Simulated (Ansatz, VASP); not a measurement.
# TePb in VASP and in Ansatz

INCAR

```
PREC = Accurate ; ENCUT = 520
EDIFF = 1E-6 ; ISMEAR = -1
SIGMA = 0.05 ; LREAL = F
LASPH = T ; NELM = 80
ALGO = Normal ; ISIF = 2
LWAVE = F ; LCHARG = F
GGA = PE ; NBANDS = 17
```

KPOINTS

```
regular mesh
0
Gamma
  12 12 12
```

The input POSCAR:

```
TePb
1.0
    0.0000000000      3.2254449544      3.2254449544
    3.2254449544      0.0000000000      3.2254449544
    3.2254449544      3.2254449544      0.0000000000
Pb Te
1 1
Direct
    0.0000000000      0.0000000000      0.0000000000
    0.2500000000      0.2500000000      0.2500000000
```

Input for Ansatz:

```yaml
crystal:
  lattice:
    - [0.0, 3.2254449544, 3.2254449544]
    - [3.2254449544, 0.0, 3.2254449544]
    - [3.2254449544, 3.2254449544, 0.0]
  atoms:
    - { symbol: Pb, position: [0.0, 0.0, 0.0] }
    - { symbol: Te, position: [0.25, 0.25, 0.25] }
kpoints:
  mp_grid: { grid: [12, 12, 12] }
scf:
  occupations: { method: fermi_dirac, width: 0.05 }
hamiltonian:
  xc: pbe
  pseudopotentials: { kind: paw }
output:
  forces: true
  stress: true
  eigenvalues: true
  populations: true
```

Change from the starting cell: volume scaled by 0.68, PAW files.

Alike in both runs: task single point; functional PBE; k mesh 12 × 12 × 12; occupations fermi-dirac, width 0.05 eV; no spin polarisation.

```csv
,VASP,Ansatz
version,VASP 6.6.1,Ansatz 0.2.0
potentials or method,"VASP PAW PBE potentials, release 64 (Pb_d, Te)","PAW with Ansatz's default frozen-core files, scalar-relativistic"
plane-wave cutoff (eV),520,420
valence electrons in the cell,20,30
```

```tsv
	VASP	Ansatz	Ansatz less VASP
pressure (GPa)	20.4	20.4	+0.07
```

The functional is the same, so the differences come from potentials, cutoffs and numerics. VASP's potentials hold 20 valence electrons a cell and Ansatz's 30, so a difference there can come from the potentials and not from the codes.

Spin-orbit coupling is off throughout.
